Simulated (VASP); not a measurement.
**PtS2: single point with PBE**

The system is PtS2.

```xyz
3
Lattice="3.5640 0.0000 0.0000 -1.7820 3.0865 0.0000 0.0000 0.0000 5.1391" Properties=species:S:1:pos:R:3 pbc="T T T"
Pt    0.0000    0.0000    0.0000
S     0.0000    2.0577    1.2206
S     1.7820    1.0288    3.9185
```

This cell differs from its parent crystal: strain +0.3%.

```json
{
  "Program": "VASP 6.6.1",
  "Task": "single point",
  "Functional": "PBE",
  "Potentials or basis": "VASP PAW PBE potentials, release 64 (Pt_sv_GW, S)",
  "Cutoff": "570 eV",
  "k mesh": "12 × 12 × 6",
  "Occupations": "fermi-dirac, width 0.02 eV",
  "Spin": "no spin polarisation"
}
```

```yaml
Pressure: 2.2 GPa
Largest_force: 0.033 eV/Å
Band_gap_on_the_k_mesh: 0.72 eV (least direct gap 0.99 eV)
```

Forces on the atoms (eV/Å):
```
Pt   0.000  0.000  0.000
S    0.000  0.000  0.033
S    0.000  0.000 -0.033
```

Stress tensor (GPa, compression positive):
```
2.41 0.00 0.00
0.00 2.41 0.00
0.00 0.00 1.71
```

Levels at points of the mesh, in eV from the valence-band top:
| k point | band 13 | band 14 | band 15 | band 16 | band 17 | band 18 |
| --- | --- | --- | --- | --- | --- | --- |
| (0.00, 0.00, 0.00) | -1.03 | -1.03 | -0.03 | 2.14 | 2.14 | 4.80 |
| (0.50, 0.00, 0.00) | -3.00 | -2.91 | -2.38 | 1.57 | 2.56 | 5.42 |
| (0.00, 0.00, 0.50) | -1.25 | -1.25 | -1.09 | 2.64 | 2.64 | 5.57 |
| (0.50, 0.00, 0.50) | -2.71 | -2.64 | -1.41 | 1.78 | 2.20 | 5.09 |

Run time: 70 s on 1 thread of Intel(R) Xeon(R) 6975P-C (Granite Rapids), with other jobs on the host, peak memory 0.28 GiB.

Caveat: the cell differs from its parent crystal (strain +0.3%); spin-orbit coupling is left out, which moves the levels of the heavy elements. A k mesh can miss the band edges.
